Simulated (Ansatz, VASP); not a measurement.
AgRh: VASP beside Ansatz

Contents of INCAR:

```
SYSTEM = AgRh
ALGO = Fast
EDIFF = 1E-6
ENCUT = 520
ISIF = 2
ISMEAR = -1
LASPH = .True.
LCHARG = .False.
LREAL = .False.
LWAVE = .False.
NBANDS = 20
NELM = 80
PREC = Accurate
SIGMA = 0.05
```

File KPOINTS:

```
k-points
0
Gamma
  11 11 6
  0 0 0
```

File POSCAR:

```
AgRh
1.0
    2.7775881998      0.0000000000      0.0000000000
   -1.3887940999      2.4054619423      0.0000000000
    0.0000000000      0.0000000000      4.8086020000
Ag Rh
1 1
Direct
    0.0000000000      0.0000000000      0.5000000000
    0.6666666667      0.3333333333      0.0000000000
```

File input.yaml:

```yaml
crystal:
  lattice:
    - [2.7775881998, 0.0, 0.0]
    - [-1.3887940999, 2.4054619423, 0.0]
    - [0.0, 0.0, 4.808602]
  atoms:
    - { symbol: Ag, position: [0.0, 0.0, 0.5] }
    - { symbol: Rh, position: [0.6666666667, 0.3333333333, 0.0] }
kpoints:
  mp_grid: { grid: [11, 11, 6] }
scf:
  occupations: { method: fermi_dirac, width: 0.05 }
hamiltonian:
  xc: lda
  pseudopotentials: { kind: all_electron, lapw: { basis_error: 0.001 } }
output:
  forces: true
  stress: true
  eigenvalues: true
```

Alike in both runs: task single point; functional LDA; k mesh 11 × 11 × 6; occupations fermi-dirac, width 0.05 eV; no spin polarisation.

|  | VASP | Ansatz |
| --- | --- | --- |
| version | VASP 6.6.1 | Ansatz 0.2.0 |
| potentials or method | VASP PAW LDA potentials, release 64 (Ag, Rh_pv), cutoff 520 eV | all-electron LAPW, scalar-relativistic |

Ansatz gave:

| Property | Result |
| --- | --- |
| gap on the k mesh at the Fermi level (eV) | none |
| pressure (GPa) | -15.6 |
| traceless stress, the component that is largest in VASP (GPa) | 0.31 |

Which values does VASP return?

gap on the k mesh at the Fermi level (eV): none; pressure (GPa): -15.3; traceless stress, the component that is largest in VASP (GPa): 0.27.

LDA's correlation is that of Perdew and Zunger in VASP and of Perdew and Wang (1992) in Ansatz. A gap of «none» marks a metal or a gap that the smearing closes. Ansatz ran all-electron here, and VASP with PAW potentials.
